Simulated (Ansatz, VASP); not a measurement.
Two plane-wave programs on Si3IrRu

```
CELL_PARAMETERS angstrom
4.78251 0.00000 0.00000
0.00000 4.78251 0.00000
0.00000 0.00000 4.47526
ATOMIC_POSITIONS crystal
Si 0.00000 0.50000 0.50000
Si 0.50000 0.00000 0.50000
Si 0.50000 0.50000 0.50000
Ru 0.50000 0.50000 0.00000
Ir 0.00000 0.00000 0.50000
```

Alike in both runs: functional PBE; k mesh 4 × 4 × 3; occupations gaussian, width 0.2 eV; no spin polarisation.

Ansatz relaxed the structure, and its values are those at the end. VASP's run is a single point on that final structure, the one shown.

```csv
,VASP,Ansatz
version,VASP 6.6.1,Ansatz 0.2.0
potentials or method,"VASP PAW PBE potentials, release 64 (Si, Ru_pv, Ir), cutoff 500 eV","scalar-relativistic, plane waves, PAW"
valence electrons in the cell,35,45
```

VASP gave:

| Property | Result |
| --- | --- |
| gap on the k mesh at the Fermi level (eV) | none |
| pressure (GPa) | 0.4 |

Q: Which values does Ansatz return?

A: gap on the k mesh at the Fermi level (eV): none; pressure (GPa): 0.3.

A gap of «none» marks a metal or a gap that the smearing closes. VASP's potentials hold 35 valence electrons a cell and Ansatz's 45, so a difference there can come from the potentials and not from the codes.

The k mesh is coarse, so the values compare programs but aren't converged. Neither program's run includes spin-orbit coupling.
